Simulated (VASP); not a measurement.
Write the native input for VASP 6.6.1 that does the following.

- Task: single point
- Functional: r2SCAN
- Potentials or basis: VASP PAW PBE potentials, release 64 (As)
- Cutoff: 520 eV
- k mesh: 10 × 10 × 8
- Occupations: gaussian, width 0.01 eV
- Spin: no spin polarisation
- Dipole correction: no
- Further INCAR settings: ALGO = Normal; EDIFF = 1e-06; NBANDS = 18

Crystal: As.

```xyz
4
Lattice="1.8231 -5.6988 0.0000 1.8231 5.6988 0.0000 0.0000 0.0000 4.7458" Properties=species:S:1:pos:R:3 pbc="T T T"
As    1.8231    4.5104    4.3951
As    1.8231   -1.1884    2.7236
As    1.8231   -4.5104    0.3507
As    1.8231    1.1884    2.0222
```

The input as run:

POSCAR

```
As
1.0
    1.8230882046     -5.6988194232      0.0000000000
    1.8230882046      5.6988194232      0.0000000000
    0.0000000000      0.0000000000      4.7457725494
As
4
Direct
    0.1042687170      0.8957312830      0.9261098346
    0.6042687170      0.3957312830      0.5738901654
    0.8957312830      0.1042687170      0.0738901654
    0.3957312830      0.6042687170      0.4261098346
```

INCAR.step1

```
PREC = Accurate ; ENCUT = 520
ISMEAR = 0 ; SIGMA = 0.01
LREAL = F ; LASPH = T
NELM = 60 ; NBANDS = 18
GGA = PE ; ALGO = Normal
EDIFF = 1E-4 ; LWAVE = T
LCHARG = F
```

INCAR.step2

```
PREC = Accurate ; ENCUT = 520
EDIFF = 1E-6 ; ISMEAR = 0
SIGMA = 0.01 ; LREAL = F
LASPH = T ; NELM = 60
ALGO = Normal ; ISIF = 2
LWAVE = F ; LCHARG = T
METAGGA = R2SCAN ; LMIXTAU = T
LELF = T ; LVHAR = T
NBANDS = 18 ; ISTART = 1
```

KPOINTS

```
Automatic mesh
0
Gamma
  10 10 8
```

Potentials or basis: VASP PAW PBE potentials, release 64 (As).

Run with:

```bash
$ cat potpaw_PBE.64/As/POTCAR > POTCAR
$ cp INCAR.step1 INCAR
$ mpirun -np 1 vasp_std > vasp.out
$ cp INCAR.step2 INCAR
$ mpirun -np 1 vasp_std > vasp.out
```

It gave:

```
Pressure      : 0.1 GPa
Largest force : 0.036 eV/Å
```

Caveat: the PAW data sets were made with another functional, which shifts forces and pressure a little.

It took 7.7 min on 1 thread of Intel(R) Xeon(R) 6975P-C (Granite Rapids), on a shared host, peak memory 0.43 GiB.
